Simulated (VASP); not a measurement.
Here is a VASP 6.6.1 calculation.

The input INCAR:

```
PREC     = Accurate       # precision mode
ENCUT    = 520            # plane-wave cutoff, eV
EDIFF    = 1E-6           # SCF threshold, eV
ISMEAR   = -1             # smearing method
SIGMA    = 0.05           # smearing width, eV
LREAL    = False          # projectors in reciprocal space
LASPH    = True           # aspherical terms in the spheres
NELM     = 60             # most SCF steps
ALGO     = Normal         # electronic algorithm
ISIF     = 2              # what is computed and relaxed
LWAVE    = False          # write WAVECAR
LCHARG   = False          # write CHGCAR
GGA      = PE             # functional
NBANDS   = 18             # bands
```

File KPOINTS:

```
regular mesh
0
Gamma
  12 12 12
```

POSCAR

```
Si2W
1.0
   -1.6435519778      1.6435519778      4.0042465713
    1.6435519778     -1.6435519778      4.0042465713
    1.6435519778      1.6435519778     -4.0042465713
Si W
2 1
Direct
    0.3347000000      0.3347000000      0.0000000000
    0.6653000000      0.6653000000      0.0000000000
    0.0000000000      0.0000000000      0.0000000000
```

Potentials or basis: VASP PAW PBE potentials, release 64 (Si, W_sv).

Command:

```console
$ cat potpaw_PBE.64/Si/POTCAR potpaw_PBE.64/W_sv/POTCAR > POTCAR
$ mpirun -np 1 vasp_std > vasp.out
```

**Question.** Estimate the pressure.

**Answer.** -10.4 GPa.

**Question.** Estimate the largest force.

**Answer.** 0.096 eV/Å.

**Question.** Estimate the band gap on the k mesh.

**Answer.** Zero (bands 11 and 12 overlap by 1.19 eV).

Stress tensor (GPa, compression positive):
```
-10.03   0.00   0.00
  0.00 -10.03   0.00
  0.00   0.00 -11.27
```

Caveat: the cell stands under tension; spin-orbit coupling is left out, which moves the levels of the heavy elements.
